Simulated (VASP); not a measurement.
# CaPH5O6 (P1) in VASP: further runs

CaPH5O6 is run at these levels: LDA; tasks: single point.

All numbers are computed with VASP 6.6.1; they aren't measurements. Logs are shortened: lines on timing, memory, paths and dates and some standing lists are left out, and cuts for length are marked.

### 1 The cell of the first run

The typed cell holds 26 atoms: a = 8.289 Å, b = 8.289 Å, c = 5.863 Å, α = 100.69°, β = 100.69°, γ = 134.58°.

### 2 Single point, LDA

Contents of INCAR:

```
SYSTEM = CaPH5O6
ALGO     = Normal         ! electronic algorithm
EDIFF    = 1E-6           ! SCF threshold, eV
ENCUT    = 520            ! plane-wave cutoff, eV
GGA      = CA             ! functional
ISIF     = 2              ! what is computed and relaxed
ISMEAR   = -1             ! smearing method
LASPH    = .True.         ! aspherical terms in the spheres
LCHARG   = .False.        ! write CHGCAR
LREAL    = Auto         
LWAVE    = .False.        ! write WAVECAR
NBANDS   = 75             ! bands
NELM     = 100            ! most SCF steps
PREC     = Accurate       ! precision mode
SIGMA    = 0.05           ! smearing width, eV
```

Contents of KPOINTS:

```
k-points
0
Gamma
  2 2 2
  0 0 0
```

Contents of POSCAR:

```
CaPH5O6
1.0
    3.2003990000     -7.6467100000      0.0000000000
    3.2003990000      7.6467100000      0.0000000000
   -2.8168790000      0.0000000000      5.1423830000
Ca H P O
2 10 2 12
Direct
    0.9198454534      0.5941498275      0.7838778247
    0.5911686379      0.9256523570      0.2539095202
    0.7330405295      0.3476852590      0.1453217312
    0.3671479560      0.7305853036      0.6228824263
    0.0563588514      1.0212182484      0.1061375631
    1.0394475239      0.0587643282      0.6179236358
    0.1425277099      0.9281597007      0.2618241387
    1.0038335897      0.1823168851      0.8297320522
    0.4374698463      0.4415761875      0.4725435659
    0.4998770881      0.4692756922      0.0725539113
    0.4168299446      0.2252442823      0.3382089588
    0.3636726365      0.4750931036      0.8786976777
    0.4075960578      0.0516652065      0.7361762047
    0.0713129397      0.4157748063      0.2361745518
    0.6088932992      0.3098365807      0.9760455415
    0.3623334744      0.6393938049      0.4612647483
    0.5085855502      0.1008154111      0.5365605790
    0.0618816695      0.5159069954      0.0433651091
    0.1481937802      0.9322433911      0.6350752171
    0.9979195723      0.1812284725      0.1072265524
    0.3847829289      0.8708089454      0.8117831752
    0.8925051707      0.3396661066      0.3626139866
    0.1016050048      0.9327075312      0.1007898478
    0.9863542447      0.1346807799      0.6360086365
    0.5339474164      0.4086255460      0.4544780115
    0.5053797070      0.5914036310      1.0572141359
```

Potentials or basis: VASP PAW LDA potentials, release 64 (Ca_sv, H, P, O).

Run with:

```console
cat potpaw_LDA.64/Ca_sv/POTCAR potpaw_LDA.64/H/POTCAR potpaw_LDA.64/P/POTCAR potpaw_LDA.64/O/POTCAR > POTCAR
mpirun -np 1 vasp_std > vasp.out
```

OUTCAR:

```text
SYSTEM = CaPH5O6
   EDIFF = 1E-6
   ENCUT = 520
   GGA = CA
   ISIF = 2
   ISMEAR = -1
   LASPH = .True.
   LREAL = Auto
   NELM = 100
   PREC = Accurate

 ion  position               nearest neighbor table
   1  0.920  0.594  0.784-  23 2.17  18 2.21  25 2.46  19 2.50
   2  0.591  0.926  0.254-  22 2.23  26 2.29  17 2.50  16 2.51
   3  0.733  0.348  0.145-  15 1.09
   4  0.367  0.731  0.623-  16 1.07  21 1.35
   5  0.056  0.021  0.106-  23 1.03
   6  0.039  0.059  0.618-  24 0.99
   7  0.143  0.928  0.262-  23 0.96
   8  0.004  0.182  0.830-  24 1.08
   9  0.437  0.442  0.473-  25 1.03
  10  0.500  0.469  0.073-  26 1.00
  11  0.417  0.225  0.338-  25 1.01
  12  0.364  0.475  0.879-  26 0.99
  13  0.408  0.052  0.736-  19 1.51  17 1.52  15 1.53  21 1.54
  14  0.071  0.416  0.236-  20 1.53  18 1.54  22 1.55  16 1.62
  15  0.609  0.310  0.976-   3 1.09  13 1.53
  16  0.362  0.639  0.461-   4 1.07  14 1.62   2 2.51
  17  0.509  0.101  0.537-  13 1.52   2 2.50
  18  0.062  0.516  0.043-  14 1.54   1 2.21
  19  0.148  0.932  0.635-  13 1.51   1 2.50
  20  0.998  0.181  0.107-  14 1.53
  21  0.385  0.871  0.812-   4 1.35  13 1.54
  22  0.893  0.340  0.363-  14 1.55   2 2.23
  23  0.102  0.933  0.101-   7 0.96   5 1.03   1 2.17
  24  0.986  0.135  0.636-   6 0.99   8 1.08
  25  0.534  0.409  0.454-  11 1.01   9 1.03   1 2.46
  26  0.505  0.591  0.057-  12 0.99  10 1.00   2 2.29

  LATTYP: Found a base centered monoclinic cell.
 ALAT       =     6.4007980000
 B/A-ratio  =     2.3892989593
 C/A-ratio  =     0.9160347124
 COS(beta)  =    -0.4804211729

  Lattice vectors:

 A1 = (   3.2003990000,  -7.6467100000,   0.0000000000)
 A2 = (   3.2003990000,   7.6467100000,   0.0000000000)
 A3 = (  -2.8168790000,   0.0000000000,   5.1423830000)

Analysis of symmetry for initial positions (statically):
=====================================================================
 Subroutine PRICEL returns:
 Original cell was already a primitive cell.

 Routine SETGRP: Setting up the symmetry group for a
 base centered monoclinic supercell.

 Subroutine GETGRP returns: Found  1 space group operations
 (whereof  1 operations were pure point group operations)
 out of a pool of  4 trial point group operations.

The static configuration has the point symmetry C_1 .

Analysis of symmetry for dynamics (positions and initial velocities):
=====================================================================
 Subroutine PRICEL returns:
 Original cell was already a primitive cell.

 Routine SETGRP: Setting up the symmetry group for a
 base centered monoclinic supercell.

 Subroutine GETGRP returns: Found  1 space group operations
 (whereof  1 operations were pure point group operations)
 out of a pool of  4 trial point group operations.

The dynamic configuration has the point symmetry C_1 .

 Subroutine INISYM returns: Found  1 space group operations
 (whereof  1 operations are pure point group operations),
 and found     1 'primitive' translations

----------------------------------------------------------------------------------------

                                     Primitive cell

  volume of cell :     251.6942

  direct lattice vectors                    reciprocal lattice vectors
     3.200399000 -7.646710000  0.000000000     0.156230520 -0.065387598  0.085579482
     3.200399000  7.646710000  0.000000000     0.156230520  0.065387598  0.085579482
    -2.816879000  0.000000000  5.142383000     0.000000000  0.000000000  0.194462373

  length of vectors
     8.289434696  8.289434696  5.863353155     0.189756057  0.189756057  0.194462373

  position of ions in fractional coordinates (direct lattice)
     0.919845453  0.594149827  0.783877825
     0.591168638  0.925652357  0.253909520
     0.733040530  0.347685259  0.145321731
     0.367147956  0.730585304  0.622882426
     0.056358851  0.021218248  0.106137563
     0.039447524  0.058764328  0.617923636
[... 18 lines left out ...]
     0.533947416  0.408625546  0.454478012
     0.505379707  0.591403631  0.057214136

[... 49 lines left out ...]
 non-spin polarized calculation
  energy-cutoff  :      520.00
  volume of cell :      251.69
 maximum number of plane-waves:      6786
 NGX is ok and might be reduce to    64
   NGX = 31   NGY = 31   NGZ = 21

 number of electron     112.0000003 magnetization

 Free energy of the ion-electron system (eV)
  ---------------------------------------------------
  ext. energy  EPLUGINS =         0.00000000
  ---------------------------------------------------
  free energy    TOTEN  =      -165.34038177 eV

  energy without entropy =     -165.34038177  energy(sigma->0) =     -165.34038177

 E-fermi :   1.0998     XC(G=0):  -9.7000

 val. band max:       -0.0991061829   @ k =   0.5000   0.5000   0.0000
 cond. band min:       4.5988681778   @ k =   0.0000   0.0000   0.0000
 fundamental gap:      4.6979743607
 Fermi energy:         1.0997925348

 k-point     1 :       0.0000    0.0000    0.0000
  band No.  band energies     occupation
      1     -37.4285      2.00000
      2     -37.2022      2.00000
      3     -20.7683      2.00000
      4     -20.0727      2.00000
      5     -19.8058      2.00000
      6     -19.4654      2.00000
[... 60 lines left out ...]
     67       8.0535      0.00000
     68       8.0953      0.00000

 k-point     2 :       0.5000   -0.0000    0.0000
  band No.  band energies     occupation
      1     -37.4285      2.00000
      2     -37.2022      2.00000
      3     -20.7669      2.00000
      4     -20.3654      2.00000
      5     -19.8293      2.00000
      6     -19.3753      2.00000
[... 60 lines left out ...]
     67       7.9654      0.00000
     68       8.2822      0.00000

 k-point     3 :      -0.0000    0.5000    0.0000
  band No.  band energies     occupation
      1     -37.4285      2.00000
      2     -37.2022      2.00000
      3     -20.7688      2.00000
      4     -20.3655      2.00000
      5     -19.8272      2.00000
      6     -19.3595      2.00000
[... 344 lines left out ...]
     67       8.0917      0.00000
     68       8.1267      0.00000

 k-point     8 :       0.5000    0.5000    0.5000
  band No.  band energies     occupation
      1     -37.4285      2.00000
      2     -37.2022      2.00000
      3     -20.6878      2.00000
      4     -20.1897      2.00000
      5     -19.8624      2.00000
      6     -19.4592      2.00000
[... 60 lines left out ...]
     67       7.9412      0.00000
     68       8.1581      0.00000
 [bands above 68 left out]

------------------------ aborting loop because EDIFF is reached ----------------------------------------

  FORCE on cell =-STRESS in cart. coord.  units (eV):
  Direction    XX          YY          ZZ          XY          YZ          ZX
  --------------------------------------------------------------------------------------
  -------------------------------------------------------------------------------------
  Total       -4.6805351     -7.7614429     -4.8266925      2.2099231      3.8761525      1.5813294
  in kB      -29.7942823    -49.4060219    -30.7246578     14.0674242     24.6739269     10.0660659
  external PRESSURE =     -36.6416540 kB  Pullay stress =       0.0000000 kB

 VOLUME and BASIS-vectors are now :
 -----------------------------------------------------------------------------
  energy-cutoff  :      520.00
  volume of cell :      251.69
      direct lattice vectors                 reciprocal lattice vectors
     3.200399000 -7.646710000  0.000000000     0.156230520 -0.065387598  0.085579482
     3.200399000  7.646710000  0.000000000     0.156230520  0.065387598  0.085579482
    -2.816879000  0.000000000  5.142383000     0.000000000  0.000000000  0.194462373

 POSITION                                       TOTAL-FORCE (eV/Angst)
 -----------------------------------------------------------------------------------
      2.63730     -2.49050      4.03100        -0.273857     -0.646366     -1.841688
      4.13920      2.55770      1.30570        -0.367347      0.036007      0.575449
      3.04940     -2.94670      0.74730        -0.352405      0.758637     -1.247800
      1.75860      2.77910      3.20310         0.347719      0.107443      0.439511
     -0.05070     -0.26871      0.54580        -0.135285     -0.315479      0.206761
     -1.42630      0.14771      3.17760        -0.275437     -0.477056      0.141700
[... 18 lines left out ...]
      1.73640     -0.95830      2.33710         0.158509      1.289460      0.466742
      3.34898      0.65780      0.29422        -0.542851     -0.855978     -0.880998
 -----------------------------------------------------------------------------------
    total drift:                                0.001880     -0.004229     -0.003024

  FREE ENERGIE OF THE ION-ELECTRON SYSTEM (eV)
  ---------------------------------------------------
  free  energy   TOTEN  =      -165.3403817707 eV

  energy  without entropy=     -165.3403817706  energy(sigma->0) =     -165.34038177
```

Wall time 4.2 min (1 thread of Intel Xeon 6975P-C (Granite Rapids), shared host); peak memory 0.4 GiB.

Results:

* Free energy: -165.3404 eV
* Pressure: -3.7 GPa
* Largest force: 3.543 eV/Å
* Band gap on the k mesh: 4.70 eV (least direct gap 4.73 eV)

Forces in eV/Å, atoms in the order of the input:
```
Ca  -0.274 -0.646 -1.842
Ca  -0.367  0.036  0.575
H   -0.352  0.759 -1.248
H    0.348  0.107  0.440
H   -0.135 -0.315  0.207
H   -0.275 -0.477  0.142
H   -1.015 -0.169  1.605
H   -0.026 -0.668 -1.692
H    0.456 -1.419 -0.497
H    0.568  0.202  0.859
H    0.516  0.771  0.533
H   -0.008  0.591 -0.320
P   -0.711 -0.986 -2.137
P    0.240 -0.705 -0.122
O    1.011  0.282  3.384
O   -0.944  0.099 -1.145
O    0.373 -0.674 -0.552
O   -0.112 -0.862  1.237
O   -0.134  0.666 -0.055
O    0.263 -0.030 -0.233
O   -0.738 -0.449  1.281
O    1.201  1.277 -0.587
O    0.646  1.340 -0.763
O   -0.146  0.837  1.345
O    0.159  1.289  0.467
O   -0.543 -0.856 -0.881
```

Stress tensor (GPa, compression positive):
```
-2.98  1.41  1.01
 1.41 -4.94  2.47
 1.01  2.47 -3.07
```

Caveat: the k points lie up to 0.61 Å⁻¹ apart; the atoms stand as in a frame of molecular dynamics; forces of over 1 eV/Å act on the atoms, so gaps and moduli don't describe the material at rest. A k mesh can miss the band edges.

### 3 Single point, LDA

Contents of INCAR:

```
PREC = Accurate ; ENCUT = 520
EDIFF = 1E-7 ; ISMEAR = -1
SIGMA = 0.05 ; LREAL = Auto
LASPH = T ; NELM = 100
ALGO = Normal ; ISIF = 2
LWAVE = F ; LCHARG = F
NBANDS = 75
```

Contents of KPOINTS:

```
Automatic mesh
0
Gamma
  2 2 2
```

Contents of POSCAR:

```
CaPH5O6
1.0
    3.2003990000     -7.6467100000      0.0000000000
    3.2003990000      7.6467100000      0.0000000000
   -2.8168790000      0.0000000000      5.1423830000
Ca H P O
2 10 2 12
Direct
    0.9198261587      0.5716764316      0.7371290703
    0.6002198466      0.9371882945      0.2878432042
    0.7202682873      0.3268049547      0.0964727831
    0.3786414346      0.7056709676      0.6466846207
    0.0534721094      1.0237063670      0.1271978380
    0.9560738588     -0.0117541352      0.5891626509
    0.1501577390      0.9516135285      0.2967495809
    0.9524000610      0.1354081782      0.7903145293
    0.5165515621      0.5446420743      0.5250289603
    0.5683666055      0.5056075889      0.0419066413
    0.4239499388      0.2853805409      0.3489821742
    0.3459302975      0.4293517951      0.9060779798
    0.3896946088      0.0261003310      0.7155826394
    0.0757163936      0.4083431049      0.2201314060
    0.5688294543      0.2849165035      0.9576299548
    0.3402147250      0.5866605821      0.4771134317
    0.5244356066      0.0998216223      0.5404109340
    0.1425053960      0.5646608066      0.0788155997
    0.1211881356      0.9008044673      0.5931685757
    0.9876458708      0.1687315927      0.0941003422
    0.3944701881      0.8871526620      0.8498783541
    0.8956579255      0.3688038929      0.3212712861
    0.1191372688      0.9592763613      0.1308731769
    0.9276720470      0.0849043731      0.6168346465
    0.5596055423      0.4594317420      0.5068467285
    0.5152919707      0.5871137084      1.0407042805
```

Potentials or basis: VASP PAW LDA potentials, release 64 (Ca_sv, H, P, O).

Run with:

```console
cat potpaw_LDA.64/Ca_sv/POTCAR potpaw_LDA.64/H/POTCAR potpaw_LDA.64/P/POTCAR potpaw_LDA.64/O/POTCAR > POTCAR
mpirun -np 1 vasp_std > vasp.out
```

Run time: 4.5 min. Hardware: 1 thread of Intel Xeon 6975P-C (Granite Rapids), shared host; peak memory 0.41 GiB.

It converged, with:

* Free energy: -165.8290 eV
* Pressure: -4.0 GPa
* Largest force: 2.903 eV/Å
* Band gap on the k mesh: 4.98 eV (least direct gap 4.99 eV)

Forces in eV/Å, atoms in the order of the input:
```
Ca   0.078  0.327  0.026
Ca  -0.184  0.128 -1.147
H   -0.644  1.408 -0.283
H   -0.176 -0.208 -0.930
H   -0.030  0.505 -0.087
H    0.077 -0.984  0.016
H   -0.687  0.042  0.368
H   -1.089  0.303  2.674
H   -0.422  0.234 -0.515
H    0.614  0.858  0.561
H    0.494  0.751  0.627
H   -0.599  1.044 -0.900
P   -0.046  1.267 -0.266
P   -0.013 -0.290  2.420
O    1.774 -0.315  2.129
O    0.248  1.072  0.817
O   -0.535 -0.416  0.123
O    0.662  0.392 -1.249
O    0.975 -1.487  0.391
O   -0.336  0.173 -0.629
O   -0.925 -1.168 -1.070
O   -0.608  0.195 -0.264
O    0.230 -0.669 -0.594
O    0.975 -0.043 -2.532
O    0.049 -1.482 -0.040
O    0.118 -1.637  0.355
```

Stress tensor (GPa, compression positive):
```
-3.04  1.58 -1.05
 1.58 -6.11  1.33
-1.05  1.33 -2.86
```

Levels at points of the mesh, in eV from the valence-band top:
```tsv
k point	band 52	band 53	band 54	band 55	band 56	band 57	band 58	band 59	band 60	band 61
(0.00, 0.00, 0.00)	-0.47	-0.35	-0.18	-0.08	-0.01	4.98	6.68	7.12	7.25	7.31
(0.50, 0.00, 0.00)	-0.51	-0.42	-0.21	-0.20	0.00	6.58	6.81	6.93	7.17	7.31
(0.00, 0.50, 0.00)	-0.57	-0.46	-0.22	-0.13	-0.01	6.48	6.84	6.92	7.21	7.32
(0.50, 0.50, 0.00)	-0.50	-0.34	-0.19	-0.08	0.00	6.04	6.05	6.75	7.11	7.29
(0.00, 0.00, 0.50)	-0.48	-0.34	-0.31	-0.26	-0.15	6.62	6.83	6.99	7.10	7.28
(0.50, 0.00, 0.50)	-0.59	-0.46	-0.34	-0.26	-0.14	6.62	6.70	6.99	7.12	7.31
(0.00, 0.50, 0.50)	-0.55	-0.48	-0.37	-0.23	-0.14	6.50	6.78	6.98	7.09	7.33
(0.50, 0.50, 0.50)	-0.53	-0.30	-0.26	-0.23	-0.14	6.80	6.92	7.02	7.13	7.26
```

Caveat: the k points lie up to 0.61 Å⁻¹ apart; the atoms stand as in a frame of molecular dynamics; forces of over 1 eV/Å act on the atoms, so gaps and moduli don't describe the material at rest.

### 4 Single point, LDA

Contents of INCAR:

```
SYSTEM = CaPH5O6
PREC = Accurate
ENCUT = 520
EDIFF = 1E-6
ISMEAR = -1
SIGMA = 0.05
LREAL = Auto
LASPH = .TRUE.
NELM = 80
ALGO = Normal
ISIF = 2
LWAVE = .FALSE.
LCHARG = .FALSE.
NBANDS = 75
```

Contents of KPOINTS:

```
regular mesh
0
G
  2 2 2
  0 0 0
```

Contents of POSCAR:

```
CaPH5O6
1.0
    3.2003990000     -7.6467100000      0.0000000000
    3.2003990000      7.6467100000      0.0000000000
   -2.8168790000      0.0000000000      5.1423830000
Ca H P O
2 10 2 12
Direct
    0.9336870869      0.5421984598      0.6816489554
    0.5774813035      0.9021699605      0.2734140961
    0.7173989861      0.3650252202      0.1041540469
    0.3574786416      0.7132133301      0.6550659490
    0.0437433200      1.0156253451      0.1143827677
    0.9438601041     -0.0514437586      0.6072282053
    0.0599990827      0.8989219659      0.2773033436
    0.9425216820      0.1081366981      0.8265623156
    0.6167446892      0.6095782085      0.6405396097
    0.5212748891      0.4802507101     -0.0198157158
    0.4492194638      0.3280693221      0.4496942371
    0.3060459023      0.4544103623      0.8814590434
    0.4117264405      0.0476352169      0.7448103340
    0.0826320326      0.4182404184      0.2360384281
    0.5623400501      0.2970494872      0.9749759985
    0.3116524846      0.5628585589      0.4995543895
    0.5643696268      0.1020923860      0.5852734034
    0.1748407166      0.5611898785      0.0746541049
    0.1477626885      0.9002431671      0.5907377961
    0.9392020610      0.1534916051      0.0686063251
    0.3689560274      0.8569959818      0.8266012080
    0.8903054688      0.3864286381      0.2949216346
    0.1165524148      0.9612032516      0.1501832905
    0.8916363177      0.0217851006      0.6199460445
    0.6291405109      0.5055056405      0.5733723062
    0.5018294801      0.5883241948      1.0062649943
```

Run with:

```console
cat potpaw_LDA.64/Ca_sv/POTCAR potpaw_LDA.64/H/POTCAR potpaw_LDA.64/P/POTCAR potpaw_LDA.64/O/POTCAR > POTCAR
mpirun -np 1 vasp_std > vasp.out
```

Wall time 4.2 min (1 thread of Intel Xeon 6975P-C (Granite Rapids), shared host); peak memory 0.41 GiB.

It converged, with:

```yaml
Free_energy: -165.3390 eV
Pressure: -1.6 GPa
Largest_force: 3.787 eV/Å
Band_gap_on_the_k_mesh: 4.85 eV (least direct gap 4.92 eV)
```

Forces on the atoms (eV/Å):
```
Ca  -0.292  0.380  0.993
Ca   1.291 -0.287  0.109
H    0.290 -0.826  1.253
H   -0.125 -0.390 -0.140
H    0.197  0.377 -0.259
H    0.239 -1.370 -0.084
H   -0.057 -0.593  0.516
H   -0.510 -0.179 -1.232
H    0.035  1.225  0.304
H    0.226  0.334  0.337
H    0.758 -0.043  0.325
H    1.691 -1.093  1.480
P    0.616 -2.641 -2.643
P   -0.564  0.005 -0.884
O    0.121  0.994 -0.073
O    0.215  0.729  0.049
O   -0.169  1.158  0.933
O   -0.024  1.026 -0.488
O   -0.449  1.828 -0.685
O   -0.507 -1.117  0.609
O    0.063 -0.813  1.194
O   -0.303 -0.039  0.440
O    0.082  0.250 -0.107
O    0.218  1.657  1.033
O   -1.125 -1.066 -1.145
O   -1.918  0.494 -1.834
```

Stress tensor (GPa, compression positive):
```
-0.92  0.61 -0.04
 0.61 -0.50 -0.83
-0.04 -0.83 -3.26
```

Levels at points of the mesh, in eV from the valence-band top:
```tsv
k point	band 54	band 55	band 56	band 57	band 58	band 59
(0.00, 0.00, 0.00)	-0.38	-0.13	-0.07	4.85	6.77	7.15
(0.50, 0.00, 0.00)	-0.38	-0.18	0.00	6.37	6.84	6.93
(0.00, 0.50, 0.00)	-0.32	-0.15	-0.02	6.35	6.83	7.02
(0.50, 0.50, 0.00)	-0.31	-0.14	-0.09	5.70	6.03	6.84
(0.00, 0.00, 0.50)	-0.32	-0.19	-0.09	6.41	6.76	7.02
(0.50, 0.00, 0.50)	-0.34	-0.28	-0.21	6.51	6.71	6.96
(0.00, 0.50, 0.50)	-0.42	-0.31	-0.18	6.53	6.68	6.79
(0.50, 0.50, 0.50)	-0.37	-0.15	-0.06	6.52	6.95	7.01
```

Caveat: the k points lie up to 0.61 Å⁻¹ apart; the atoms stand as in a frame of molecular dynamics; forces of over 1 eV/Å act on the atoms, so gaps and moduli don't describe the material at rest.

### 5 Summary

```csv
cell,gap on the mesh (eV),pressure (GPa),largest force (eV/Å)
"as given, atomic positions A",4.70,-3.7,3.54
"as given, atomic positions B",4.98,-4.0,2.90
"as given, atomic positions C",4.85,-1.6,3.79
```

Alike in all rows: task single point; level LDA; potentials or basis VASP PAW LDA potentials, release 64 (Ca_sv, H, P, O); no spin polarisation; k mesh 2 × 2 × 2; cutoff (eV) 520; smearing fermi-dirac 0.05 eV.

Caveats: all runs use coarse meshes; the atoms stand as in a frame of molecular dynamics; forces of over 1 eV/Å act on the atoms, so gaps and moduli don't describe the material at rest.

Total energies depend on the potentials used, so only differences within one code and one set of settings carry meaning.
